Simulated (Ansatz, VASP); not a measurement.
**One calculation of InAs, two programs**

```
In As
1.0
     0.00000    3.07302    3.07302
     3.07302    0.00000    3.07302
     3.07302    3.07302    0.00000
In As
1 1
Direct
  0.00000 0.00000 0.00000
  0.75000 0.75000 0.75000
```

Alike in both runs: task single point; functional PBE; k mesh 12 × 12 × 12; occupations fermi-dirac, width 0.15 eV; no spin polarisation.

```csv
,VASP,Ansatz
version,VASP 6.6.1,Ansatz 0.2.0
potentials or method,"VASP PAW PBE potentials, release 64 (In_d, As), cutoff 520 eV","scalar-relativistic, plane waves, PAW"
valence electrons in the cell,18,28
```

|  | VASP | Ansatz | Ansatz less VASP |
| --- | --- | --- | --- |
| gap on the k mesh at the Fermi level (eV) | none | none | - |
| pressure (GPa) | 1.1 | 1.0 | -0.05 |

A gap of «none» marks a metal or a gap that the smearing closes. The functional is the same, so the differences come from potentials, cutoffs and numerics. VASP's potentials hold 18 valence electrons a cell and Ansatz's 28, so a difference there can come from the potentials and not from the codes.
